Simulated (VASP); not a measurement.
Here is a VASP 6.6.1 calculation.

File INCAR:

```
  PREC = Accurate
  ENCUT = 520
  EDIFF = 1E-7
  ISMEAR = 0
  SIGMA = 0.1
  LREAL = F
  LASPH = T
  NELM = 150
  ALGO = Normal
  ISIF = 2
  LWAVE = F
  LCHARG = F
  ISPIN = 2
  MAGMOM = 0 0 0 0 0 1
  LORBIT = 11
  GGA = PE
  NBANDS = 24
```

The input KPOINTS:

```
Automatic mesh
0
Gamma
  6 6 6
```

Contents of POSCAR:

```
Mg2Si3N
1.0
    4.7488653574      0.0000000000      0.0000000000
   -2.3744326787      4.1126380387      0.0000000000
    0.0000000000      0.0000000000      5.3179109518
Mg Si N
2 3 1
Direct
    0.3333333333      0.6666666667      0.0000000000
    0.6666666667      0.3333333333      0.0000000000
    0.5000000000      0.0000000000      0.5000000000
    0.5000000000      0.5000000000      0.5000000000
    0.0000000000      0.5000000000      0.5000000000
    0.0000000000      0.0000000000      0.0000000000
```

Potentials or basis: VASP PAW PBE potentials, release 64 (Mg, Si, N).

Launch:

```sh
$ cat potpaw_PBE.64/Mg/POTCAR potpaw_PBE.64/Si/POTCAR potpaw_PBE.64/N/POTCAR > POTCAR
$ mpirun -np 1 vasp_std > vasp.out
```

(1) What does it give for the site moments?

(2) Estimate the pressure.

Answers

(1) Mg -0.01; Si +0.00; N +0.55 μB.

(2) -0.1 GPa.
